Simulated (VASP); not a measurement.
# Li2Si2B (I4/mmm) in VASP: single point with PBE

Aim: the single point of Li2Si2B with PBE.

Program: VASP 6.6.1. These are calculated values, not measurements. Logs are shortened: lines on timing, memory, paths and dates and some standing lists are left out, and cuts for length are marked.

## 1. The cell of the first run

The structure is tetragonal, space group I4/mmm (No. 139). The conventional cell has a = 3.647 Å, b = 3.647 Å, c = 9.027 Å, α = 90.00°, β = 90.00°, γ = 90.00°. Si (site symmetry 4mm) has 1 Si at 2.09 Å and 4 Li at 2.19 Å and 4 B at 2.78 Å within 2.8 Å. Within 3.7 Å of B (site symmetry 4/mmm) lie 10 Si at 2.78 to 3.47 Å and 8 Li at 2.90 Å and 4 B at 3.65 Å. Within 2.9 Å of Li (site symmetry -4m2) lie 4 Si at 2.19 Å and 4 Li at 2.58 Å.

## 2. Single point, PBE

INCAR reads:

```
SYSTEM = Li2Si2B
PREC = Accurate
ENCUT = 520
EDIFF = 1E-7
ISMEAR = -1
SIGMA = 0.1
LREAL = .False.
LASPH = .True.
NELM = 100
ALGO = Normal
ISIF = 2
LWAVE = .False.
LCHARG = .False.
GGA = PE
NBANDS = 16
```

KPOINTS reads:

```
regular mesh
0
Gamma
  10 10 10
  0 0 0
```

POSCAR reads:

```
Li2Si2B
1.0
    0.0000000000      3.6470030000      0.0000000000
    3.6470030000      0.0000000000      0.0000000000
    1.8235010000      1.8235010000     -4.5136170000
Si B Li
2 1 2
Direct
    0.3840000000      0.3840000000      0.2320000000
    0.6160000000      0.6160000000      0.7680000000
    0.0000000000      0.0000000000      0.0000000000
    0.7500000000      0.2500000000      0.5000000000
    0.2500000000      0.7500000000      0.5000000000
```

Potentials or basis: VASP PAW PBE potentials, release 64 (Si, B, Li_sv).

Started as:

```bash
$ cat potpaw_PBE.64/Si/POTCAR potpaw_PBE.64/B/POTCAR potpaw_PBE.64/Li_sv/POTCAR > POTCAR
$ mpirun -np 1 vasp_std > vasp.out
```

OUTCAR:

```text
SYSTEM = Li2Si2B
   PREC = Accurate
   ENCUT = 520
   EDIFF = 1E-7
   ISMEAR = -1
   LREAL = .False.
   LASPH = .True.
   NELM = 100
   ISIF = 2
   GGA = PE

 ion  position               nearest neighbor table
   1  0.384  0.384  0.232-   2 2.09   4 2.19   5 2.19   5 2.19   4 2.19
   2  0.616  0.616  0.768-   1 2.09   4 2.19   5 2.19   4 2.19   5 2.19
   3  0.000  0.000  0.000-
   4  0.750  0.250  0.500-   1 2.19   2 2.19   1 2.19   2 2.19   5 2.58   5 2.58   5 2.58   5 2.58

   5  0.250  0.750  0.500-   1 2.19   2 2.19   1 2.19   2 2.19   4 2.58   4 2.58   4 2.58   4 2.58

  LATTYP: Found a body centered tetragonal cell.
 ALAT       =     3.6470030000
 C/A-ratio  =     2.4752472098

  Lattice vectors:

 A1 = (  -1.8235010000,   1.8235020000,   4.5136170000)
 A2 = (   1.8235020000,  -1.8235010000,   4.5136170000)
 A3 = (   1.8235010000,   1.8235010000,  -4.5136170000)

Analysis of symmetry for initial positions (statically):
=====================================================================
 Subroutine PRICEL returns:
 Original cell was already a primitive cell.

 Routine SETGRP: Setting up the symmetry group for a
 body centered tetragonal supercell.

 Subroutine GETGRP returns: Found 16 space group operations
 (whereof 16 operations were pure point group operations)
 out of a pool of 16 trial point group operations.

The static configuration has the point symmetry D_4h.

Analysis of symmetry for dynamics (positions and initial velocities):
=====================================================================
 Subroutine PRICEL returns:
 Original cell was already a primitive cell.

 Routine SETGRP: Setting up the symmetry group for a
 body centered tetragonal supercell.

 Subroutine GETGRP returns: Found 16 space group operations
 (whereof 16 operations were pure point group operations)
 out of a pool of 16 trial point group operations.

The dynamic configuration has the point symmetry D_4h.

 Subroutine INISYM returns: Found 16 space group operations
 (whereof 16 operations are pure point group operations),
 and found     1 'primitive' translations

----------------------------------------------------------------------------------------

                                     Primitive cell

  volume of cell :      60.0340

  direct lattice vectors                    reciprocal lattice vectors
     0.000000000  3.647003000  0.000000000     0.000000000  0.274197745  0.110775873
     3.647003000  0.000000000  0.000000000     0.274197745  0.000000000  0.110775873
     1.823501000  1.823501000 -4.513617000     0.000000000  0.000000000 -0.221551806

  length of vectors
     3.647003000  3.647003000  5.198369958     0.295729095  0.295729095  0.221551806

  position of ions in fractional coordinates (direct lattice)
     0.384000000  0.384000000  0.232000000
     0.616000000  0.616000000  0.768000000
     0.000000000  0.000000000  0.000000000
     0.750000000  0.250000000  0.500000000
     0.250000000  0.750000000  0.500000000

  ion indices of the primitive-cell ions
   primitive index   ion index
                 1           1
                 2           2
                 3           3
                 4           4
                 5           5

----------------------------------------------------------------------------------------

 KPOINTS: regular mesh

Automatic generation of k-mesh.
 Grid dimensions read from file:
 generate k-points for:   10   10   10

 Generating k-lattice:

  Cartesian coordinates                     Fractional coordinates (reciprocal lattice)
     0.000000000  0.027419775  0.011077587     0.100000000  0.000000000 -0.000000000
     0.027419775  0.000000000  0.011077587     0.000000000  0.100000000 -0.000000000
     0.000000000  0.000000000 -0.022155181     0.000000000  0.000000000  0.100000000

  Length of vectors
     0.029572909  0.029572909  0.022155181

  Shift w.r.t. Gamma in fractional coordinates (k-lattice)
     0.000000000  0.000000000  0.000000000

 Subroutine IBZKPT returns following result:
 ===========================================

 Found    102 irreducible k-points:

 Following reciprocal coordinates:
            Coordinates               Weight
  0.000000  0.000000  0.000000      1.000000
  0.100000  0.000000  0.000000      8.000000
  0.200000  0.000000  0.000000      8.000000
  0.300000  0.000000  0.000000      8.000000
  0.400000  0.000000 -0.000000      8.000000
  0.500000  0.000000  0.000000      4.000000
[... 16 lines left out ...]
  0.300000  0.300000  0.000000      8.000000
  0.400000  0.300000  0.000000     16.000000
 [... further k-points ...]
   k-points           NKPTS =    102   k-points in BZ     NKDIM =    102   number of bands    NBANDS=     16
   number of dos      NEDOS =    301   number of ions     NIONS =      5
   total plane-waves  NPLWV =  31360
   dimension x,y,z NGX =    28 NGY =   28 NGZ =   40
   dimension x,y,z NGXF=    56 NGYF=   56 NGZF=   80
   ions per type =               2   1   2
   NGX,Y,Z   is equivalent  to a cutoff of  12.76, 12.76, 12.79 a.u.
   NGXF,Y,Z  is equivalent  to a cutoff of  25.53, 25.53, 25.58 a.u.
 SYSTEM =  Li2Si2B
   PREC   = accura    normal or accurate (medium, high low for compatibility)
   ISTART =      0    job   : 0-new  1-cont  2-samecut
   ICHARG =      2    charge: 1-file 2-atom 10-const
   ISPIN  =      1    spin polarized calculation?
   LNONCOLLINEAR =      F non collinear calculations
   LSORBIT =      F    spin-orbit coupling
   LASPH  =      T    aspherical Exc in radial PAW
   ENCUT  =  520.0 eV  38.22 Ry    6.18 a.u.   6.78  6.78  9.67*2*pi/ulx,y,z
   NELM   =    100;   NELMIN=  2; NELMDL= -5     # of ELM steps
   EDIFF  = 0.1E-06   stopping-criterion for ELM
   LREAL  =      F    real-space projection
   EDIFFG = 0.1E-05   stopping-criterion for IOM
   NSW    =      0    number of steps for IOM
   IBRION =     -1    ionic relax: 0-MD 1-quasi-New 2-CG
   NFREE  =      0    steps in history (QN), initial steepest desc. (CG)
   ISIF   =      2    stress and relaxation
   ISYM   =      2    0-nonsym 1-usesym 2-fastsym
   POTIM  = 0.5000    time-step for ionic-motion
   TEBEG  =    0.0;   TEEND  =   0.0 temperature during run
   PSTRESS=    0.0 pullay stress
   NELECT =      17.0000    total number of electrons
   NUPDOWN=      -1.0000    fix difference up-down
   EMIN   =  10.00;   EMAX   =-10.00  energy-range for DOS
   EFERMI =   0.00;   METHOD = LEGACY
   ISMEAR =    -1;   SIGMA  =   0.10  broadening in eV -4-tet -1-fermi 0-gaus
   EFERMI_NEDOS =   21; number of points for ismear=-14 and -15
   IALGO  =     38    algorithm
   IMIX   =      4    mixing-type and parameters
     AMIX     =   0.40;   BMIX     =  1.00
     AMIX_MAG =   1.60;   BMIX_MAG =  1.00
  volume/ion in A,a.u.               =      12.01        81.03
  Fermi-wavevector in a.u.,A,eV,Ry     =   1.075042  2.031535 15.724465  1.155716
  Thomas-Fermi vector in A             =   2.210887
   LORBIT       =      0    0 simple, 1 ext, 2 COOP (PROOUT), +10 PAW based schemes
   GGA     = PE    functional components
   LHFCALC =     F    Hartree Fock is set to
   AEXX    =    0.0000 exact exchange contribution
   IVDW    =     0    specifies the selected vdW correction
   LEPSILON=     F    determine dielectric tensor
   LRPA    =     F    only Hartree local field effects (RPA)
 non-spin polarized calculation
  energy-cutoff  :      520.00
  volume of cell :       60.03
 maximum number of plane-waves:      1653
   NGX = 13   NGY = 13   NGZ = 19

 number of electron      16.9999985 magnetization

 Free energy of the ion-electron system (eV)
  ---------------------------------------------------
  ext. energy  EPLUGINS =         0.00000000
  ---------------------------------------------------
  free energy    TOTEN  =       -15.25839129 eV

  energy without entropy =      -15.18824899  energy(sigma->0) =      -15.22332014

 E-fermi :   6.0027     XC(G=0): -10.2766

 val. band max:        5.9935985107   @ k =   0.2000   0.0000   0.0000
 cond. band min:       6.0037806108   @ k =  -0.3000  -0.3000   0.2000
 fundamental gap:      0.0101821001
 Fermi energy:         6.0027391575

 k-point     1 :       0.0000    0.0000    0.0000
  band No.  band energies     occupation
      1     -39.4983      2.00000
      2     -39.4049      2.00000
      3      -5.3646      2.00000
      4       0.3997      2.00000
      5       2.5151      2.00000
      6       3.9075      2.00000
[... 8 lines left out ...]
     15      13.9160      0.00000
     16      14.5990      0.00000

 k-point     2 :       0.1000    0.0000    0.0000
  band No.  band energies     occupation
      1     -39.4959      2.00000
      2     -39.4070      2.00000
      3      -5.2695      2.00000
      4       0.3534      2.00000
      5       2.6920      2.00000
      6       2.9290      2.00000
[... 8 lines left out ...]
     15      13.9040      0.00000
     16      14.4352      0.00000

 k-point     3 :       0.2000    0.0000    0.0000
  band No.  band energies     occupation
      1     -39.4889      2.00000
      2     -39.4132      2.00000
      3      -4.9884      2.00000
      4       0.2501      2.00000
      5       1.5347      2.00000
      6       3.0074      2.00000
[... 8 lines left out ...]
     15      12.9829      0.00000
     16      14.8997      0.00000

 k-point     4 :       0.3000    0.0000    0.0000
  band No.  band energies     occupation
      1     -39.4781      2.00000
      2     -39.4232      2.00000
      3      -4.5394      2.00000
      4      -0.1275      2.00000
      5       0.5212      2.00000
      6       2.6702      2.00000
[... 8 lines left out ...]
     15      13.0277      0.00000
     16      13.9277      0.00000
[... 324 lines left out ...]
 k-point    22 :      -0.2000    0.2000    0.0000
  band No.  band energies     occupation
      1     -39.4812      2.00000
      2     -39.4200      2.00000
      3      -4.6924      2.00000
      4       0.7754      2.00000
      5       1.4391      2.00000
      6       2.8819      2.00000
[... 8 lines left out ...]
     15      13.6521      0.00000
     16      14.4483      0.00000

 k-point    23 :       0.3000    0.3000    0.0000
  band No.  band energies     occupation
      1     -39.4659      2.00000
      2     -39.4337      2.00000
      3      -3.6401      2.00000
      4      -0.5148      2.00000
      5       0.2819      2.00000
      6       1.9565      2.00000
[... 8 lines left out ...]
     15      13.6943      0.00000
     16      14.5131      0.00000

 k-point    24 :       0.4000    0.3000    0.0000
  band No.  band energies     occupation
      1     -39.4579      2.00000
      2     -39.4410      2.00000
      3      -3.1854      2.00000
      4      -0.7522      2.00000
      5       0.1952      2.00000
      6       1.9726      2.00000
[... 8 lines left out ...]
     15      13.8580      0.00000
     16      14.5840      0.00000

 [... further k-points ...]
[... 5 lines left out ...]
  --------------------------------------------------------------------------------------
  -------------------------------------------------------------------------------------
  Total        3.6908069      3.6908069     15.6984293      0.0000000      0.0000017      0.0000017
  in kB       98.4997111     98.4997111    418.9573747      0.0000000      0.0000464      0.0000464
  external PRESSURE =     205.3189323 kB  Pullay stress =       0.0000000 kB

 VOLUME and BASIS-vectors are now :
 -----------------------------------------------------------------------------
  energy-cutoff  :      520.00
  volume of cell :       60.03
      direct lattice vectors                 reciprocal lattice vectors
     0.000000000  3.647003000  0.000000000     0.000000000  0.274197745  0.110775873
     3.647003000  0.000000000  0.000000000     0.274197745  0.000000000  0.110775873
     1.823501000  1.823501000 -4.513617000     0.000000000  0.000000000 -0.221551806

 POSITION                                       TOTAL-FORCE (eV/Angst)
 -----------------------------------------------------------------------------------
      1.82350      1.82350     -1.04716         0.000000      0.000000      1.206669
      3.64700      3.64700     -3.46646        -0.000000     -0.000000     -1.206669
      0.00000      0.00000      0.00000        -0.000000     -0.000000     -0.000000
      1.82350      3.64700     -2.25681         0.000000      0.000000     -0.000000
      3.64700      1.82350     -2.25681         0.000000     -0.000000     -0.000000
 -----------------------------------------------------------------------------------
    total drift:                               -0.000000      0.000000     -0.000000

  FREE ENERGIE OF THE ION-ELECTRON SYSTEM (eV)
  ---------------------------------------------------
  free  energy   TOTEN  =       -15.2583912863 eV

  energy  without entropy=      -15.1882489945  energy(sigma->0) =      -15.22332014
```

It took 2.5 min on 1 thread of Intel Xeon 6975P-C, shared host; peak memory 0.24 GiB.

Results:

| Quantity | Value |
| --- | --- |
| Free energy | -15.2584 eV |
| Largest force | 1.207 eV/Å |

Forces on the atoms (eV/Å):
```
Si   0.000  0.000  1.207
Si   0.000  0.000 -1.207
B    0.000  0.000  0.000
Li   0.000  0.000  0.000
Li   0.000  0.000  0.000
```

Levels at points of the mesh, in eV from the Fermi level:
```
           k point  band 4  band 5  band 6  band 7  band 8  band 9  band 10  band 11  band 12  band 13
(0.00, 0.00, 0.00)   -5.60   -3.49   -2.10   -1.28   -1.28   -0.25    -0.25     0.36     3.40     5.40
(0.50, 0.00, 0.00)   -7.61   -5.59   -4.00   -0.37    0.10    0.69     1.73     1.79     2.54     3.60
(0.50, 0.50, 0.00)   -5.76   -5.44   -4.76   -4.56   -1.93   -0.91     0.06     0.36     3.79     5.90
(0.00, 0.00, 0.50)   -7.93   -2.74   -2.45   -2.45    0.26    2.61     3.41     3.41     3.95     3.95
```

Caveat: the cutoff is under 1.25 times the usual one of these potentials, so pressure, stress and relaxed cells hold a basis-set (Pulay) error; forces of over 1 eV/Å act on the atoms, so gaps and moduli don't describe the material at rest.
